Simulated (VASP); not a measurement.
# Si (Fd-3m) in VASP: single point with r2SCAN

Aim: the single point of Si with r2SCAN.

All numbers are computed with VASP 6.6.1; they aren't measurements. Logs are shortened: lines on timing, memory, paths and dates and some standing lists are left out, and cuts for length are marked.

## (1) The cell of the first run

It takes space group Fd-3m (No. 227, cubic). The conventional cell has a = 5.433 Å, b = 5.433 Å, c = 5.433 Å, α = 90.00°, β = 90.00°, γ = 90.00°. Si (site symmetry -43m) has 4 Si at 2.35 Å within 3.1 Å.

## (2) Single point, r2SCAN

Contents of POSCAR:

```
Si
1.0
    0.0000000000      2.7167281733      2.7167281733
    2.7167281733      0.0000000000      2.7167281733
    2.7167281733      2.7167281733      0.0000000000
Si
2
Direct
    0.0000000000      0.0000000000      0.0000000000
    0.2500000000      0.2500000000      0.2500000000
```

Contents of INCAR.step1:

```
PREC = Accurate
ENCUT = 550
ISMEAR = 0
SIGMA = 0.02
LREAL = F
LASPH = T
NELM = 120
NBANDS = 11
GGA = PE
ALGO = Normal
EDIFF = 1E-5
LWAVE = T
LCHARG = F
GGA_COMPAT = F
```

Contents of INCAR.step2:

```
PREC = Accurate
ENCUT = 550
EDIFF = 1E-6
ISMEAR = 0
SIGMA = 0.02
LREAL = F
LASPH = T
NELM = 120
ALGO = Normal
ISIF = 2
LWAVE = F
LCHARG = F
METAGGA = R2SCAN
LMIXTAU = T
NBANDS = 11
ISTART = 1
GGA_COMPAT = F
```

Contents of KPOINTS:

```
regular mesh
0
Gamma
  12 12 12
```

Potentials or basis: VASP PAW PBE potentials, release 64 (Si).

Launch:

```
cat potpaw_PBE.64/Si/POTCAR > POTCAR
cp INCAR.step1 INCAR
mpirun -np 1 vasp_std > vasp.out
cp INCAR.step2 INCAR
mpirun -np 1 vasp_std > vasp.out
```

OUTCAR:

```text
PREC = Accurate
   ENCUT = 550
   EDIFF = 1E-6
   ISMEAR = 0
   LREAL = F
   LASPH = T
   NELM = 120
   ISIF = 2
   METAGGA = R2SCAN
   ISTART = 1

 ion  position               nearest neighbor table
   1  0.000  0.000  0.000-   2 2.35   2 2.35   2 2.35   2 2.35
   2  0.250  0.250  0.250-   1 2.35   1 2.35   1 2.35   1 2.35

  LATTYP: Found a face centered cubic cell.
 ALAT       =     5.4334563466

  Lattice vectors:

 A1 = (   0.0000000000,   2.7167281733,   2.7167281733)
 A2 = (   2.7167281733,   0.0000000000,   2.7167281733)
 A3 = (   2.7167281733,   2.7167281733,   0.0000000000)

Analysis of symmetry for initial positions (statically):
=====================================================================
 Subroutine PRICEL returns:
 Original cell was already a primitive cell.

 Routine SETGRP: Setting up the symmetry group for a
 face centered cubic supercell.

 Subroutine GETGRP returns: Found 48 space group operations
 (whereof 24 operations were pure point group operations)
 out of a pool of 48 trial point group operations.

The static configuration has the point symmetry T_d .
 The point group associated with its full space group is O_h .

Analysis of symmetry for dynamics (positions and initial velocities):
=====================================================================
 Subroutine PRICEL returns:
 Original cell was already a primitive cell.

 Routine SETGRP: Setting up the symmetry group for a
 face centered cubic supercell.

 Subroutine GETGRP returns: Found 48 space group operations
 (whereof 24 operations were pure point group operations)
 out of a pool of 48 trial point group operations.

The dynamic configuration has the point symmetry T_d .
 The point group associated with its full space group is O_h .

 Subroutine INISYM returns: Found 48 space group operations
 (whereof 24 operations are pure point group operations),
 and found     1 'primitive' translations

----------------------------------------------------------------------------------------

                                     Primitive cell

  volume of cell :      40.1022

  direct lattice vectors                    reciprocal lattice vectors
     0.000000000  2.716728173  2.716728173    -0.184044913  0.184044913  0.184044913
     2.716728173  0.000000000  2.716728173     0.184044913 -0.184044913  0.184044913
     2.716728173  2.716728173  0.000000000     0.184044913  0.184044913 -0.184044913

  length of vectors
     3.842033828  3.842033828  3.842033828     0.318775140  0.318775140  0.318775140

  position of ions in fractional coordinates (direct lattice)
     0.000000000  0.000000000  0.000000000
     0.250000000  0.250000000  0.250000000

  ion indices of the primitive-cell ions
   primitive index   ion index
                 1           1
                 2           2

----------------------------------------------------------------------------------------

 KPOINTS: regular mesh

Automatic generation of k-mesh.
 Grid dimensions read from file:
 generate k-points for:   12   12   12

 Generating k-lattice:

  Cartesian coordinates                     Fractional coordinates (reciprocal lattice)
    -0.015337076  0.015337076  0.015337076     0.083333333  0.000000000  0.000000000
     0.015337076 -0.015337076  0.015337076     0.000000000  0.083333333  0.000000000
     0.015337076  0.015337076 -0.015337076     0.000000000  0.000000000  0.083333333

  Length of vectors
     0.026564595  0.026564595  0.026564595

  Shift w.r.t. Gamma in fractional coordinates (k-lattice)
     0.000000000  0.000000000  0.000000000

 Subroutine IBZKPT returns following result:
 ===========================================

 Found     72 irreducible k-points:

 Following reciprocal coordinates:
            Coordinates               Weight
  0.000000  0.000000  0.000000      1.000000
  0.083333  0.000000  0.000000      8.000000
  0.166667  0.000000  0.000000      8.000000
  0.250000  0.000000  0.000000      8.000000
  0.333333  0.000000  0.000000      8.000000
  0.416667  0.000000  0.000000      8.000000
[... 16 lines left out ...]
  0.500000  0.166667  0.000000     24.000000
 -0.416667  0.166667  0.000000     24.000000
 [... further k-points ...]
   k-points           NKPTS =     72   k-points in BZ     NKDIM =     72   number of bands    NBANDS=     11
   number of dos      NEDOS =    301   number of ions     NIONS =      2
   total plane-waves  NPLWV =  27000
   dimension x,y,z NGX =    30 NGY =   30 NGZ =   30
   dimension x,y,z NGXF=    60 NGYF=   60 NGZF=   60
   ions per type =               2
   NGX,Y,Z   is equivalent  to a cutoff of  12.98, 12.98, 12.98 a.u.
   NGXF,Y,Z  is equivalent  to a cutoff of  25.96, 25.96, 25.96 a.u.
 SYSTEM =  unknown system
   PREC   = accura    normal or accurate (medium, high low for compatibility)
   ISTART =      1    job   : 0-new  1-cont  2-samecut
   ICHARG =      0    charge: 1-file 2-atom 10-const
   ISPIN  =      1    spin polarized calculation?
   LNONCOLLINEAR =      F non collinear calculations
   LSORBIT =      F    spin-orbit coupling
   LASPH  =      T    aspherical Exc in radial PAW
   ENCUT  =  550.0 eV  40.42 Ry    6.36 a.u.   7.35  7.35  7.35*2*pi/ulx,y,z
   NELM   =    120;   NELMIN=  2; NELMDL=  0     # of ELM steps
   EDIFF  = 0.1E-05   stopping-criterion for ELM
   LREAL  =      F    real-space projection
   EDIFFG = 0.1E-04   stopping-criterion for IOM
   NSW    =      0    number of steps for IOM
   IBRION =     -1    ionic relax: 0-MD 1-quasi-New 2-CG
   NFREE  =      0    steps in history (QN), initial steepest desc. (CG)
   ISIF   =      2    stress and relaxation
   ISYM   =      2    0-nonsym 1-usesym 2-fastsym
   POTIM  = 0.5000    time-step for ionic-motion
   TEBEG  =    0.0;   TEEND  =   0.0 temperature during run
   PSTRESS=    0.0 pullay stress
   NELECT =       8.0000    total number of electrons
   NUPDOWN=      -1.0000    fix difference up-down
   EMIN   =  10.00;   EMAX   =-10.00  energy-range for DOS
   EFERMI =   0.00;   METHOD = LEGACY
   ISMEAR =     0;   SIGMA  =   0.02  broadening in eV -4-tet -1-fermi 0-gaus
   EFERMI_NEDOS =   21; number of points for ismear=-14 and -15
   IALGO  =     38    algorithm
   IMIX   =      4    mixing-type and parameters
     AMIX     =   0.40;   BMIX     =  1.00
     AMIX_MAG =   1.60;   BMIX_MAG =  1.00
  volume/ion in A,a.u.               =      20.05       135.31
  Fermi-wavevector in a.u.,A,eV,Ry     =   0.956567  1.807649 12.449604  0.915020
  Thomas-Fermi vector in A             =   2.085507
   LORBIT       =      0    0 simple, 1 ext, 2 COOP (PROOUT), +10 PAW based schemes
   METAGGA = R2SCAN    functional components
   LHFCALC =     F    Hartree Fock is set to
   AEXX    =    0.0000 exact exchange contribution
   IVDW    =     0    specifies the selected vdW correction
   LEPSILON=     F    determine dielectric tensor
   LRPA    =     F    only Hartree local field effects (RPA)
 non-spin polarized calculation
 Gauss-broadening in eV      SIGMA  =   0.02
  energy-cutoff  :      550.00
  volume of cell :       40.10
 maximum number of plane-waves:      1211
 NGX is ok and might be reduce to    30
   NGX = 15   NGY = 15   NGZ = 15

 number of electron       8.0000000 magnetization

 Free energy of the ion-electron system (eV)
  ---------------------------------------------------
  ext. energy  EPLUGINS =         0.00000000
  ---------------------------------------------------
  free energy    TOTEN  =       -17.55004219 eV

  energy without entropy =      -17.55004219  energy(sigma->0) =      -17.55004219

 E-fermi :   5.8492     XC(G=0):  -9.8490

 val. band max:        5.7222282788   @ k =   0.0000   0.0000   0.0000
 cond. band min:       6.4977070750   @ k =   0.4167   0.4167   0.0000
 fundamental gap:      0.7754787962
 Fermi energy:         5.8492261246

 k-point     1 :       0.0000    0.0000    0.0000
  band No.  band energies     occupation
      1      -6.7931      2.00000
      2       5.7222      2.00000
      3       5.7222      2.00000
      4       5.7222      2.00000
      5       8.4801      0.00000
      6       8.4801      0.00000
      7       8.4801      0.00000
      8       9.6927      0.00000
      9      13.8482      0.00000
     10      13.8482      0.00000
     11      14.4192      0.00000

 k-point     2 :       0.0833    0.0000    0.0000
  band No.  band energies     occupation
      1      -6.6974      2.00000
      2       4.8516      2.00000
      3       5.5709      2.00000
      4       5.5709      2.00000
      5       8.5885      0.00000
      6       8.7035      0.00000
      7       8.7035      0.00000
      8      10.3143      0.00000
      9      13.5825      0.00000
     10      13.5825      0.00000
     11      14.8058      0.00000

 k-point     3 :       0.1667    0.0000    0.0000
  band No.  band energies     occupation
      1      -6.4134      2.00000
      2       3.2723      2.00000
      3       5.2467      2.00000
      4       5.2467      2.00000
      5       8.3915      0.00000
      6       9.1658      0.00000
      7       9.1658      0.00000
      8      11.7529      0.00000
      9      13.2190      0.00000
     10      13.2190      0.00000
     11      15.5484      0.00000

 k-point     4 :       0.2500    0.0000    0.0000
  band No.  band energies     occupation
      1      -5.9525      2.00000
      2       1.6544      2.00000
      3       4.9184      2.00000
      4       4.9184      2.00000
      5       8.0871      0.00000
      6       9.4805      0.00000
      7       9.4805      0.00000
      8      13.2689      0.00000
      9      13.3498      0.00000
     10      13.3498      0.00000
     11      15.4246      0.00000

 k-point     5 :       0.3333    0.0000    0.0000
  band No.  band energies     occupation
      1      -5.3462      2.00000
      2       0.1782      2.00000
      3       4.6622      2.00000
      4       4.6622      2.00000
      5       7.8264      0.00000
      6       9.4844      0.00000
      7       9.4844      0.00000
      8      14.1931      0.00000
      9      14.1931      0.00000
     10      14.2138      0.00000
     11      15.5908      0.00000
[... 211 lines left out ...]
 k-point    21 :       0.3333    0.1667    0.0000
  band No.  band energies     occupation
      1      -5.4269      2.00000
      2       1.1253      2.00000
      3       3.6585      2.00000
      4       3.8815      2.00000
      5       7.9232      0.00000
      6      10.1671      0.00000
      7      10.5996      0.00000
      8      11.1447      0.00000
      9      15.3128      0.00000
     10      15.5749      0.00000
     11      16.8871      0.00000

 k-point    22 :       0.4167    0.1667    0.0000
  band No.  band energies     occupation
      1      -4.7881      2.00000
      2      -0.1740      2.00000
      3       3.2029      2.00000
      4       3.7912      2.00000
      5       7.9869      0.00000
      6      10.3572      0.00000
      7      10.9523      0.00000
      8      11.1687      0.00000
      9      16.3077      0.00000
     10      16.5074      0.00000
     11      17.3687      0.00000

 k-point    23 :       0.5000    0.1667    0.0000
  band No.  band energies     occupation
      1      -4.1754      2.00000
      2      -1.1561      2.00000
      3       2.8424      2.00000
      4       3.8463      2.00000
      5       8.0298      0.00000
      6      10.2088      0.00000
      7      10.6642      0.00000
      8      12.6126      0.00000
      9      15.8058      0.00000
     10      16.8268      0.00000
     11      18.2808      0.00000

 k-point    24 :      -0.4167    0.1667    0.0000
  band No.  band energies     occupation
      1      -4.0554      2.00000
      2      -1.3239      2.00000
      3       2.6174      2.00000
      4       4.0389      2.00000
      5       8.1876      0.00000
      6      10.1573      0.00000
      7      10.4259      0.00000
      8      14.2594      0.00000
      9      14.8963      0.00000
     10      15.0483      0.00000
     11      17.6435      0.00000

 [... further k-points ...]

------------------------ aborting loop because EDIFF is reached ----------------------------------------

  FORCE on cell =-STRESS in cart. coord.  units (eV):
  Direction    XX          YY          ZZ          XY          YZ          ZX
  --------------------------------------------------------------------------------------
  -------------------------------------------------------------------------------------
  Total        0.0858272      0.0858272      0.0858272     -0.0000000      0.0000000     -0.0000000
  in kB        3.4289957      3.4289957      3.4289957     -0.0000000      0.0000000     -0.0000000
  external PRESSURE =       3.4289957 kB  Pullay stress =       0.0000000 kB

 VOLUME and BASIS-vectors are now :
 -----------------------------------------------------------------------------
  energy-cutoff  :      550.00
  volume of cell :       40.10
      direct lattice vectors                 reciprocal lattice vectors
     0.000000000  2.716728173  2.716728173    -0.184044913  0.184044913  0.184044913
     2.716728173  0.000000000  2.716728173     0.184044913 -0.184044913  0.184044913
     2.716728173  2.716728173  0.000000000     0.184044913  0.184044913 -0.184044913

 POSITION                                       TOTAL-FORCE (eV/Angst)
 -----------------------------------------------------------------------------------
      0.00000      0.00000      0.00000         0.000000      0.000000      0.000000
      1.35836      1.35836      1.35836        -0.000000     -0.000000     -0.000000
 -----------------------------------------------------------------------------------
    total drift:                               -0.000000     -0.000000     -0.000000

  FREE ENERGIE OF THE ION-ELECTRON SYSTEM (eV)
  ---------------------------------------------------
  free  energy   TOTEN  =       -17.5500421902 eV

  energy  without entropy=      -17.5500421902  energy(sigma->0) =      -17.55004219
```

It took 3.7 min on 1 thread of AMD EPYC 7R13, shared host; peak memory 0.14 GiB.

Results:

| Property | Result |
| --- | --- |
| Free energy | -17.5500 eV |
| Pressure | 0.3 GPa |
| Band gap on the k mesh | 0.78 eV, indirect (least direct gap 2.76 eV) |

Caveat: the PAW data sets were made with another functional, which shifts forces and pressure a little. r2SCAN opens gaps a little over a GGA but as a rule still falls short of measured ones.
